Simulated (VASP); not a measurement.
Crystal: Sn3Se.

```xyz
4
Lattice="0.0000 3.7081 3.7081 3.7081 0.0000 3.7081 3.7081 3.7081 0.0000" Properties=species:S:1:pos:R:3 pbc="T T T"
Sn    3.7081    3.7081    3.7081
Sn    5.5621    5.5621    5.5621
Sn    1.8540    1.8540    1.8540
Se    0.0000    0.0000    0.0000
```

Base run:

| Quantity | Value |
| --- | --- |
| Program | VASP 6.6.1 |
| Functional | PBE |
| Potentials or basis | VASP PAW PBE potentials, release 64 (Sn_d, Se) |
| Cutoff | 520 eV |
| k mesh | 6 × 6 × 6 |
| Occupations | fermi-dirac, width 0.05 eV |
| Spin | no spin polarisation |

Its results: band gap on the k mesh zero (band 24 reaches 8.10 eV, above the bottom of band 25 at 6.11 eV); pressure 0.8 GPa.

Question: The run is repeated on the same cell with these changes: functional from PBE to r2SCAN. What comes out?

Answer: Band gap on the k mesh zero (band 24 reaches 7.96 eV, above the bottom of band 25 at 6.02 eV); pressure -0.3 GPa.

Caveats: spin-orbit coupling is left out, which moves the levels of the heavy elements; the PAW data sets were made with another functional, which shifts forces and pressure a little (some runs).
